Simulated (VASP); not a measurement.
# Co (P-1) in VASP: settings compared

Aim: see how the results for Co move with the level of theory and the settings. Levels: LDA, r2SCAN. Tasks: single point.

All numbers are computed with VASP 6.6.1; they aren't measurements. Logs are shortened: lines on timing, memory, paths and dates and some standing lists are left out, and cuts for length are marked.

### Step 1. The cell of the first run

The typed cell holds 1 atom: a = 2.425 Å, b = 2.437 Å, c = 2.401 Å, α = 107.69°, β = 110.08°, γ = 109.82°.

### Step 2. Single point, LDA, collinear spin, ferromagnetic start

INCAR

```
ALGO = Normal
EDIFF = 1E-7
ENCUT = 520
ISIF = 2
ISMEAR = -1
ISPIN = 2
LASPH = True
LCHARG = True
LELF = True
LMAXMIX = 4
LORBIT = 11
LREAL = False
LVHAR = True
LWAVE = False
MAGMOM = 2
NBANDS = 14
NELM = 150
PREC = Accurate
SIGMA = 0.05
```

KPOINTS

```
k-points
0
Gamma
  8 7 8
```

POSCAR

```
Co
1.0
   -1.4145745000      1.3929095500      1.3921574700
    1.4429802800     -1.3751271500      1.4027808400
    1.4112696000      1.3718222500     -1.3743750600
Co
1
Direct
    0.0000000000      0.0000000000      0.0000000000
```

Potentials or basis: VASP PAW LDA potentials, release 64 (Co).

The run is started by

```console
cat potpaw_LDA.64/Co/POTCAR > POTCAR
mpirun -np 1 vasp_std > vasp.out
```

OUTCAR:

```text
EDIFF = 1E-7
   ENCUT = 520
   ISIF = 2
   ISMEAR = -1
   ISPIN = 2
   LASPH = True
   LORBIT = 11
   LREAL = False
   NELM = 150
   PREC = Accurate

 ion  position               nearest neighbor table
   1  0.000  0.000  0.000-

  LATTYP: Found a triclinic cell.
 ALAT       =     6.1639271409
 B/A-ratio  =     0.6337387412
 C/A-ratio  =     0.3933743782
 COS(alpha) =     0.0005142480
 COS(beta)  =     0.2599597309
 COS(gamma) =     0.9471042428

  Lattice vectors:

 A1 = (  -0.0350155800,   5.5116812000,  -2.7593734900)
 A2 = (  -0.0317106800,   2.7469494000,  -2.7771559000)
 A3 = (  -1.4145745000,   1.3929095500,   1.3921574700)

Analysis of symmetry for initial positions (statically):
=====================================================================
 Subroutine PRICEL returns:
 Original cell was already a primitive cell.

 Routine SETGRP: Setting up the symmetry group for a
 triclinic supercell.

 Subroutine GETGRP returns: Found  2 space group operations
 (whereof  2 operations were pure point group operations)
 out of a pool of  2 trial point group operations.

The static configuration has the point symmetry S_2 .

Analysis of symmetry for dynamics (positions and initial velocities):
=====================================================================
 Subroutine PRICEL returns:
 Original cell was already a primitive cell.

 Routine SETGRP: Setting up the symmetry group for a
 triclinic supercell.

 Subroutine GETGRP returns: Found  2 space group operations
 (whereof  2 operations were pure point group operations)
 out of a pool of  2 trial point group operations.

The dynamic configuration has the point symmetry S_2 .

Analysis of structural, dynamic, and magnetic symmetry:
=====================================================================
 Subroutine PRICEL returns:
 Original cell was already a primitive cell.

 Routine SETGRP: Setting up the symmetry group for a
 triclinic supercell.

 Subroutine GETGRP returns: Found  2 space group operations
 (whereof  2 operations were pure point group operations)
 out of a pool of  2 trial point group operations.

The overall configuration has the point symmetry S_2 .

 Subroutine INISYM returns: Found  2 space group operations
 (whereof  2 operations are pure point group operations),
 and found     1 'primitive' translations

----------------------------------------------------------------------------------------

                                     Primitive cell

  volume of cell :      11.0262

  direct lattice vectors                    reciprocal lattice vectors
    -1.414574500  1.392909550  1.392157470    -0.003122163  0.359408250  0.355534697
     1.442980280 -1.375127150  1.402780840     0.346826794 -0.001864074  0.354276607
     1.411269600  1.371822250 -1.374375060     0.350832501  0.362155868 -0.005869779

  length of vectors
     2.424731006  2.437408635  2.400517647     0.505558067  0.495786461  0.504256652

  position of ions in fractional coordinates (direct lattice)
     0.000000000  0.000000000  0.000000000

  ion indices of the primitive-cell ions
   primitive index   ion index
                 1           1

----------------------------------------------------------------------------------------

 KPOINTS: k-points

Automatic generation of k-mesh.
 Grid dimensions read from file:
 generate k-points for:    8    7    8

 Generating k-lattice:

  Cartesian coordinates                     Fractional coordinates (reciprocal lattice)
    -0.000390270  0.044926031  0.044441837     0.125000000  0.000000000  0.000000000
     0.049546685 -0.000266296  0.050610944     0.000000000  0.142857143  0.000000000
     0.043854063  0.045269484 -0.000733722     0.000000000 -0.000000000  0.125000000

  Length of vectors
     0.063194758  0.070826637  0.063032081

  Shift w.r.t. Gamma in fractional coordinates (k-lattice)
     0.000000000  0.000000000  0.000000000

 Subroutine IBZKPT returns following result:
 ===========================================

 Found    226 irreducible k-points:

 Following reciprocal coordinates:
            Coordinates               Weight
  0.000000  0.000000  0.000000      1.000000
  0.125000  0.000000 -0.000000      2.000000
  0.250000  0.000000 -0.000000      2.000000
  0.375000 -0.000000  0.000000      2.000000
  0.500000  0.000000 -0.000000      1.000000
  0.000000  0.142857  0.000000      2.000000
[... 16 lines left out ...]
  0.125000  0.428571 -0.000000      2.000000
  0.250000  0.428571  0.000000      2.000000
 [... further k-points ...]
   k-points           NKPTS =    226   k-points in BZ     NKDIM =    226   number of bands    NBANDS=     14
   number of dos      NEDOS =    301   number of ions     NIONS =      1
   total plane-waves  NPLWV =   5832
   dimension x,y,z NGX =    18 NGY =   18 NGZ =   18
   dimension x,y,z NGXF=    36 NGYF=   36 NGZF=   36
   ions per type =               1
   NGX,Y,Z   is equivalent  to a cutoff of  12.34, 12.28, 12.47 a.u.
   NGXF,Y,Z  is equivalent  to a cutoff of  24.68, 24.55, 24.93 a.u.
 SYSTEM =  unknown system
   PREC   = accura    normal or accurate (medium, high low for compatibility)
   ISTART =      0    job   : 0-new  1-cont  2-samecut
   ICHARG =      2    charge: 1-file 2-atom 10-const
   ISPIN  =      2    spin polarized calculation?
   LNONCOLLINEAR =      F non collinear calculations
   LSORBIT =      F    spin-orbit coupling
   LASPH  =      T    aspherical Exc in radial PAW
   ENCUT  =  520.0 eV  38.22 Ry    6.18 a.u.   4.51  4.53  4.46*2*pi/ulx,y,z
   NELM   =    150;   NELMIN=  2; NELMDL= -5     # of ELM steps
   EDIFF  = 0.1E-06   stopping-criterion for ELM
   LREAL  =      F    real-space projection
   EDIFFG = 0.1E-05   stopping-criterion for IOM
   NSW    =      0    number of steps for IOM
   IBRION =     -1    ionic relax: 0-MD 1-quasi-New 2-CG
   NFREE  =      0    steps in history (QN), initial steepest desc. (CG)
   ISIF   =      2    stress and relaxation
   ISYM   =      2    0-nonsym 1-usesym 2-fastsym
   POTIM  = 0.5000    time-step for ionic-motion
   TEBEG  =    0.0;   TEEND  =   0.0 temperature during run
   PSTRESS=    0.0 pullay stress
   NELECT =       9.0000    total number of electrons
   NUPDOWN=      -1.0000    fix difference up-down
   EMIN   =  10.00;   EMAX   =-10.00  energy-range for DOS
   EFERMI =   0.00;   METHOD = LEGACY
   ISMEAR =    -1;   SIGMA  =   0.05  broadening in eV -4-tet -1-fermi 0-gaus
   EFERMI_NEDOS =   21; number of points for ismear=-14 and -15
   IALGO  =     38    algorithm
   IMIX   =      4    mixing-type and parameters
     AMIX     =   0.40;   BMIX     =  1.00
     AMIX_MAG =   1.60;   BMIX_MAG =  1.00
  volume/ion in A,a.u.               =      11.03        74.41
  Fermi-wavevector in a.u.,A,eV,Ry     =   1.529962  2.891209 31.848306  2.340784
  Thomas-Fermi vector in A             =   2.637511
   LORBIT       =     11    0 simple, 1 ext, 2 COOP (PROOUT), +10 PAW based schemes
   GGA     = CA    functional components
   LHFCALC =     F    Hartree Fock is set to
   AEXX    =    0.0000 exact exchange contribution
   IVDW    =     0    specifies the selected vdW correction
   LEPSILON=     F    determine dielectric tensor
   LRPA    =     F    only Hartree local field effects (RPA)
 spin polarized calculation
  energy-cutoff  :      520.00
  volume of cell :       11.03
 maximum number of plane-waves:       321
   NGX =  9   NGY =  9   NGZ =  9

 number of electron       9.0000000 magnetization       1.6742126

 Free energy of the ion-electron system (eV)
  ---------------------------------------------------
  ext. energy  EPLUGINS =         0.00000000
  ---------------------------------------------------
  free energy    TOTEN  =        -7.93123441 eV

  energy without entropy =       -7.91595435  energy(sigma->0) =       -7.92359438

 E-fermi :   9.9472     XC(G=0): -13.6448

 val. band max:        9.9461618046   @ k =   0.1250  -0.4286   0.3750
 cond. band min:       9.9491346126   @ k =  -0.0000  -0.4286   0.1250
 fundamental gap:      0.0029728080
 Fermi energy:         9.9471719907

 spin component 1

 k-point     1 :       0.0000    0.0000    0.0000
  band No.  band energies     occupation
      1       0.8507      1.00000
      2       7.0102      1.00000
      3       7.1107      1.00000
      4       7.2892      1.00000
      5       8.3092      1.00000
      6       8.3996      1.00000
      7      34.6483      0.00000
      8      35.3336      0.00000
      9      35.6276      0.00000
     10      40.0928      0.00000
     11      40.6204      0.00000
     12      41.3618      0.00000
     13      42.0828      0.00000
     14      42.2062      0.00000
[... 375 lines left out ...]
 k-point    24 :       0.2500    0.4286    0.0000
  band No.  band energies     occupation
      1       5.6267      1.00000
      2       6.2435      1.00000
      3       6.7332      1.00000
      4       8.4408      1.00000
      5       8.6615      1.00000
      6      13.1206      0.00000
      7      17.5945      0.00000
      8      20.5588      0.00000
      9      29.5345      0.00000
     10      37.7796      0.00000
     11      40.0178      0.00000
     12      45.6578      0.00000
     13      46.4790      0.00000
     14      48.5812      0.00000

 [... further k-points ...]

 spin component 2

 k-point     1 :       0.0000    0.0000    0.0000
  band No.  band energies     occupation
      1       1.0693      1.00000
      2       8.4207      1.00000
      3       8.5445      1.00000
      4       8.7360      1.00000
      5      10.0933      0.05109
      6      10.2636      0.00178
      7      34.7126      0.00000
      8      35.4094      0.00000
      9      35.7056      0.00000
     10      40.4100      0.00000
     11      40.8901      0.00000
     12      41.9854      0.00000
     13      42.6063      0.00000
     14      42.8459      0.00000
[... 375 lines left out ...]
 k-point    24 :       0.2500    0.4286    0.0000
  band No.  band energies     occupation
      1       6.6731      1.00000
      2       7.4647      1.00000
      3       7.8369      1.00000
      4      10.1551      0.01538
      5      10.4147      0.00009
      6      14.1067      0.00000
      7      18.3569      0.00000
      8      21.1416      0.00000
      9      29.9466      0.00000
     10      38.0577      0.00000
     11      40.2699      0.00000
     12      46.7074      0.00000
     13      48.1518      0.00000
     14      50.1521      0.00000

 [... further k-points ...]

------------------------ aborting loop because EDIFF is reached ----------------------------------------

  FORCE on cell =-STRESS in cart. coord.  units (eV):
  Direction    XX          YY          ZZ          XY          YZ          ZX
  --------------------------------------------------------------------------------------
  -------------------------------------------------------------------------------------
  Total       -1.1205398     -1.2009560     -1.2696826      0.0294645     -0.1105000     -0.1243144
  in kB     -162.8219697   -174.5069920   -184.4934168      4.2813927    -16.0563998    -18.0637228
  external PRESSURE =    -173.9407929 kB  Pullay stress =       0.0000000 kB

 VOLUME and BASIS-vectors are now :
 -----------------------------------------------------------------------------
  energy-cutoff  :      520.00
  volume of cell :       11.03
      direct lattice vectors                 reciprocal lattice vectors
    -1.414574500  1.392909550  1.392157470    -0.003122163  0.359408250  0.355534697
     1.442980280 -1.375127150  1.402780840     0.346826794 -0.001864074  0.354276607
     1.411269600  1.371822250 -1.374375060     0.350832501  0.362155868 -0.005869779

 POSITION                                       TOTAL-FORCE (eV/Angst)
 -----------------------------------------------------------------------------------
      0.00000      0.00000      0.00000        -0.000000      0.000000      0.000000
 -----------------------------------------------------------------------------------
    total drift:                                0.000000      0.000000      0.000000

  FREE ENERGIE OF THE ION-ELECTRON SYSTEM (eV)
  ---------------------------------------------------
  free  energy   TOTEN  =        -7.9312344131 eV

  energy  without entropy=       -7.9159543540  energy(sigma->0) =       -7.92359438

 total charge

# of ion       s       p       d       tot
------------------------------------------
    1        0.482   0.507   7.261   8.250

 magnetization (x)

# of ion       s       p       d       tot
------------------------------------------
    1       -0.005  -0.030   1.711   1.676
```

Wall time 46 s (1 thread of Intel Xeon Platinum 8488C (Sapphire Rapids), shared host); peak memory 0.16 GiB.

What came out:

* Free energy: -7.9312 eV
* Pressure: -17.4 GPa
* Net moment: 1.67 μB per cell
* Site moments: Co +1.68 μB
* Valence electrons inside the program's atomic spheres: Co 8.25

Caveat: the k points lie up to 0.43 Å⁻¹ apart.

### Step 3. Single point, r2SCAN, collinear spin, ferromagnetic start

POSCAR is that of step 2.

INCAR.step1

```
SYSTEM = Co
ALGO = Normal ; EDIFF = 1E-4
ENCUT = 520 ; GGA = PE
ISMEAR = -1 ; ISPIN = 2
LASPH = .TRUE. ; LCHARG = .FALSE.
LMAXMIX = 4 ; LREAL = .FALSE.
LWAVE = .TRUE. ; MAGMOM = 2
NBANDS = 14 ; NELM = 150
PREC = Accurate ; SIGMA = 0.05
```

INCAR.step2

```
SYSTEM = Co
ALGO = Normal ; EDIFF = 1E-6
ENCUT = 520 ; ISIF = 2
ISMEAR = -1 ; ISPIN = 2
ISTART = 1 ; LASPH = .TRUE.
LCHARG = .TRUE. ; LELF = .TRUE.
LMAXMIX = 4 ; LMIXTAU = .TRUE.
LORBIT = 11 ; LREAL = .FALSE.
LVHAR = .TRUE. ; LWAVE = .FALSE.
MAGMOM = 2 ; METAGGA = R2SCAN
NBANDS = 14 ; NELM = 150
PREC = Accurate ; SIGMA = 0.05
```

KPOINTS

```
k-points
0
G
  8 7 8
  0 0 0
```

Potentials or basis: VASP PAW PBE potentials, release 64 (Co).

The run is started by

```console
cat potpaw_PBE.64/Co/POTCAR > POTCAR
cp INCAR.step1 INCAR
mpirun -np 1 vasp_std > vasp.out
cp INCAR.step2 INCAR
mpirun -np 1 vasp_std > vasp.out
```

Wall time 2.2 min (1 thread of Intel Xeon Platinum 8488C (Sapphire Rapids), shared host); peak memory 0.17 GiB.

It converged, with:

```yaml
Free_energy: -13.2502 eV
Pressure: -2.1 GPa
Net_moment: 1.89 μB per cell
Site_moments: Co +1.96 μB
Valence_electrons_inside_the_program's_atomic_spheres: Co 8.26
```

Stress tensor (GPa, compression positive):
```
-3.40 -0.26 -3.00
-0.26 -0.80 -2.44
-3.00 -2.44 -2.02
```

Levels at points of the mesh, in eV from the Fermi level:
Spin up:
```
           k point  band 1  band 2  band 3  band 4  band 5  band 6  band 7  band 8  band 9  band 10
(0.00, 0.00, 0.00)   -9.82   -4.05   -3.94   -3.78   -3.15   -3.04   25.26   25.98   26.29    30.55
(0.50, 0.00, 0.00)   -6.34   -5.03   -2.88   -2.82   -1.52   -0.38    6.03   18.24   19.82    23.13
(0.00, 0.00, 0.50)   -6.32   -4.86   -3.06   -2.85   -1.51   -0.43    5.97   18.72   20.23    23.53
(0.50, 0.00, 0.50)   -6.32   -4.75   -3.11   -2.96   -1.48   -0.37    6.05   18.81   20.41    23.64
```
Spin down:
```csv
k point,band 1,band 2,band 3,band 4,band 5,band 6,band 7
"(0.00, 0.00, 0.00)",-10.30,-2.00,-1.87,-1.68,0.73,0.94,25.27
"(0.50, 0.00, 0.00)",-4.95,-3.24,-0.81,0.64,0.90,1.14,7.48
"(0.00, 0.00, 0.50)",-4.95,-3.03,-0.86,0.43,0.91,1.06,7.42
"(0.50, 0.00, 0.50)",-4.93,-2.90,-0.79,0.33,0.94,0.97,7.48
```

Caveat: the k points lie up to 0.43 Å⁻¹ apart; the PAW data sets were made with another functional, which shifts forces and pressure a little.
